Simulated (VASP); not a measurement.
A run of VASP 6.6.1 is set up as follows.

Contents of INCAR:

```
SYSTEM = AgSb
  ALGO = Normal
  EDIFF = 1E-6
  ENCUT = 520
  GGA = PE
  ISIF = 2
  ISMEAR = 0
  LASPH = .True.
  LCHARG = .False.
  LREAL = .False.
  LWAVE = .False.
  NBANDS = 15
  NELM = 80
  PREC = Accurate
  SIGMA = 0.1
```

Contents of KPOINTS:

```
k-points
0
Gamma
  16 16 16
  0 0 0
```

The input POSCAR:

```
AgSb
1.0
    0.0000000000      3.1337780481      3.1337780481
    3.1337780481      0.0000000000      3.1337780481
    3.1337780481      3.1337780481      0.0000000000
Ag Sb
1 1
Direct
    0.0000000000      0.0000000000      0.0000000000
    0.2500000000      0.2500000000      0.2500000000
```

Potentials or basis: VASP PAW PBE potentials, release 64 (Ag, Sb).

Run with:

```sh
$ cat potpaw_PBE.64/Ag/POTCAR potpaw_PBE.64/Sb/POTCAR > POTCAR
$ mpirun -np 1 vasp_std > vasp.out
```

(1) Predict the band gap on the k mesh.

(2) Predict the pressure.

Results:

(1) zero (bands 8 and 9 overlap by 3.32 eV).

(2) -0.1 GPa.

Caveat: spin-orbit coupling is left out, which moves the levels of the heavy elements.
